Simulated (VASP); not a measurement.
# WSe2 (P6_3/mmc) in VASP: further runs, part 3 of 3

VASP 6.6.1. The steps go on from the part before.

### 5 Single point, PBE (biaxial strain in the a-b plane: -2.0 %)

INCAR reads:

```
SYSTEM = WSe2
  PREC = Accurate
  ENCUT = 520
  EDIFF = 1E-6
  ISMEAR = 0
  SIGMA = 0.02
  LREAL = .FALSE.
  LASPH = .TRUE.
  NELM = 60
  ALGO = Normal
  ISIF = 2
  LWAVE = .FALSE.
  LCHARG = .FALSE.
  GGA = PE
  NBANDS = 35
```

KPOINTS reads:

```
regular mesh
0
G
  12 12 2
  0 0 0
```

POSCAR reads:

```
WSe2
1.0
    3.2545669457      0.0000000000      0.0000000000
   -1.6272834729      2.8185376533      0.0000000000
    0.0000000000      0.0000000000     15.2243467521
W Se
2 4
Direct
    0.6666666667      0.3333333333      0.7500000000
    0.3333333333      0.6666666667      0.2500000000
    0.3333333333      0.6666666667      0.8600844506
    0.6666666667      0.3333333333      0.3600844506
    0.3333333333      0.6666666667      0.6399155494
    0.6666666667      0.3333333333      0.1399155494
```

Launch:

```sh
cat potpaw_PBE.64/W_sv/POTCAR potpaw_PBE.64/Se/POTCAR > POTCAR
mpirun -np 1 vasp_std > vasp.out
```

It took 84 s on 1 thread of Intel Xeon 6975P-C (Granite Rapids), shared host; peak memory 0.33 GiB.

It converged, with:

```
Free energy            : -43.1503 eV
Pressure               : 5.2 GPa
Largest force          : 0.535 eV/Å
Band gap on the k mesh : 1.45 eV (least direct gap 1.73 eV)
```

Forces on the atoms (eV/Å):
```
W    0.000  0.000  0.000
W    0.000  0.000  0.000
Se   0.000  0.000  0.535
Se   0.000  0.000  0.535
Se   0.000  0.000 -0.535
Se   0.000  0.000 -0.535
```

Stress tensor (GPa, compression positive):
```
5.72 0.00 0.00
0.00 5.72 0.00
0.00 0.00 4.12
```

Levels at points of the mesh, in eV from the valence-band top:
| k point | band 24 | band 25 | band 26 | band 27 | band 28 | band 29 |
| --- | --- | --- | --- | --- | --- | --- |
| (0.00, 0.00, 0.00) | -1.17 | -0.73 | -0.23 | 3.08 | 3.08 | 3.08 |
| (0.50, 0.00, 0.00) | -1.06 | -0.86 | -0.84 | 2.57 | 2.57 | 2.80 |
| (0.00, 0.00, 0.50) | -1.17 | -0.42 | -0.42 | 3.08 | 3.08 | 3.08 |
| (0.50, 0.00, 0.50) | -1.07 | -0.85 | -0.85 | 2.57 | 2.57 | 2.87 |

Caveat: the cell differs from its parent crystal (biaxial strain in the a-b plane: -2.0 %); the cell stands under pressure; spin-orbit coupling is left out, which moves the levels of the heavy elements; this functional lacks dispersion, which binds layers or chains, so the pressure and a relaxed spacing across them are unreliable. A k mesh can miss the band edges.

### 6 Single point, PBE (biaxial strain in the a-b plane: -3.0 %, then relaxed in part)

INCAR reads:

```
PREC     = Accurate       # precision mode
ENCUT    = 520            # plane-wave cutoff, eV
EDIFF    = 1E-6           # SCF threshold, eV
ISMEAR   = 0              # smearing method
SIGMA    = 0.02           # smearing width, eV
LREAL    = F              # projectors in reciprocal space
LASPH    = T              # aspherical terms in the spheres
NELM     = 60             # most SCF steps
ALGO     = Normal         # electronic algorithm
ISIF     = 2              # what is computed and relaxed
LWAVE    = F              # write WAVECAR
LCHARG   = T              # write CHGCAR
GGA      = PE             # functional
LELF     = T              # ELF
LVHAR    = T            
NBANDS   = 35             # bands
```

KPOINTS reads:

```
Automatic mesh
0
Gamma
  12 12 2
```

POSCAR reads:

```
WSe2
1.0
    3.2213570789      0.0000000000      0.0000000000
   -1.6106785395      2.7897770650      0.0000000000
    0.0000000000      0.0000000000     15.5897813239
W Se
2 4
Direct
    0.6666666667      0.3333333333      0.7500000000
    0.3333333333      0.6666666667      0.2500000000
    0.3333333333      0.6666666667      0.8600830398
    0.6666666667      0.3333333333      0.3600830398
    0.3333333333      0.6666666667      0.6399169602
    0.6666666667      0.3333333333      0.1399169602
```

Potentials or basis: VASP PAW PBE potentials, release 64 (W_sv, Se).

Launch:

```sh
cat potpaw_PBE.64/W_sv/POTCAR potpaw_PBE.64/Se/POTCAR > POTCAR
mpirun -np 1 vasp_std > vasp.out
```

Wall time 80 s (1 thread of Intel Xeon 6975P-C (Granite Rapids), shared host); peak memory 0.32 GiB.

It converged, with:

```yaml
Free_energy: -43.0880 eV
Pressure: 4.4 GPa
Largest_force: 0.049 eV/Å
Band_gap_on_the_k_mesh: 1.31 eV (least direct gap 1.94 eV)
```

Forces in eV/Å, atoms in the order of the input:
```
W    0.000  0.000  0.000
W    0.000  0.000  0.000
Se   0.000  0.000  0.049
Se   0.000  0.000  0.049
Se   0.000  0.000 -0.049
Se   0.000  0.000 -0.049
```

Stress tensor (GPa, compression positive):
```
6.45 0.00 0.00
0.00 6.45 0.00
0.00 0.00 0.37
```

Levels at points of the mesh, in eV from the valence-band top:
```tsv
k point	band 22	band 23	band 24	band 25	band 26	band 27	band 28	band 29	band 30	band 31
(0.00, 0.00, 0.00)	-0.97	-0.97	-0.97	-0.93	-0.47	3.15	3.15	3.15	3.15	3.24
(0.50, 0.00, 0.00)	-2.42	-1.11	-1.11	-0.70	-0.68	2.73	2.74	2.77	2.92	3.50
(0.00, 0.00, 0.50)	-0.97	-0.97	-0.97	-0.66	-0.66	3.15	3.15	3.15	3.15	3.25
(0.50, 0.00, 0.50)	-2.43	-1.11	-1.11	-0.69	-0.69	2.73	2.73	2.84	2.84	3.68
```

Caveat: the cell differs from its parent crystal (biaxial strain in the a-b plane: -3.0 %, then relaxed in part); the stress differs along the axes, from 0 to 6 GPa; spin-orbit coupling is left out, which moves the levels of the heavy elements; this functional lacks dispersion, which binds layers or chains, so the pressure and a relaxed spacing across them are unreliable.

### 7 Overview

| task | cell | k mesh | cutoff (eV) | gap on the mesh (eV) | pressure (GPa) | largest force (eV/Å) |
| --- | --- | --- | --- | --- | --- | --- |
| relaxation of cell and atoms | relaxed to 2 GPa from a = 3.300, b = 3.300, c = 14.948 Å, angles 90.0, 90.0, 120.0°, 6 atoms, atomic positions A | 12 × 12 × 2 | 500 | 1.04 | 2.0 | 0.01 |
| relaxation of cell and atoms | relaxed to 20 GPa from a = 3.140, b = 3.140, c = 11.938 Å, angles 90.0, 90.0, 120.0°, 6 atoms, atomic positions B | 12 × 12 × 4 | 500 | 0.38 | 20.0 | - |
| single point | a = 3.221, b = 3.221, c = 15.315 Å, angles 90.0, 90.0, 120.0°, 6 atoms, atomic positions C | 12 × 12 × 2 | 520 | 1.40 | 7.1 | 0.61 |
| single point | a = 3.255, b = 3.255, c = 15.224 Å, angles 90.0, 90.0, 120.0°, 6 atoms, atomic positions C | 12 × 12 × 2 | 520 | 1.45 | 5.2 | 0.54 |
| single point | a = 3.221, b = 3.221, c = 15.590 Å, angles 90.0, 90.0, 120.0°, 6 atoms, atomic positions C | 12 × 12 × 2 | 520 | 1.31 | 4.4 | 0.05 |

Alike in all rows: level PBE; potentials or basis VASP PAW PBE potentials, release 64 (W_sv, Se); no spin polarisation; smearing gaussian 0.02 eV.

Caveats: spin-orbit coupling is left out, which moves the levels of the heavy elements; this functional lacks dispersion, which binds layers or chains, so the pressure and a relaxed spacing across them are unreliable (at least some runs); the cell is relaxed towards a set pressure, so the run minimises the enthalpy, not the energy (at least some runs); the cell stands under pressure (at least some runs); the stress differs along the axes, from 0 to 6 GPa (at least some runs).

Absolute energies hang on the potentials; compare differences alone.
